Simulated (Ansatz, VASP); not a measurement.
# Ca in VASP and in Ansatz

```
Ca
1.0
    -2.02610    2.02610    2.02610
     2.02610   -2.02610    2.02610
     2.02610    2.02610   -2.02610
Ca
1
Cartesian
  0.0000 0.0000 0.0000
```

Alike in both runs: task single point; functional LDA; k mesh 12 × 12 × 12; occupations fermi-dirac, width 0.1 eV; no spin polarisation.

```csv
,VASP,Ansatz
version,VASP 6.6.1,Ansatz 0.2.0
potentials or method,"VASP PAW LDA potentials, release 64 (Ca_sv), cutoff 520 eV","plane waves (420 eV) with PAW, scalar-relativistic"
valence electrons in the cell,10,10
```

|  | VASP | Ansatz | Ansatz less VASP |
| --- | --- | --- | --- |
| pressure (GPa) | 2.9 | 2.9 | -0.01 |

Ansatz warns that its potentials were made for another functional, while VASP's fit it. LDA's correlation is that of Perdew and Zunger in VASP and of Perdew and Wang (1992) in Ansatz.
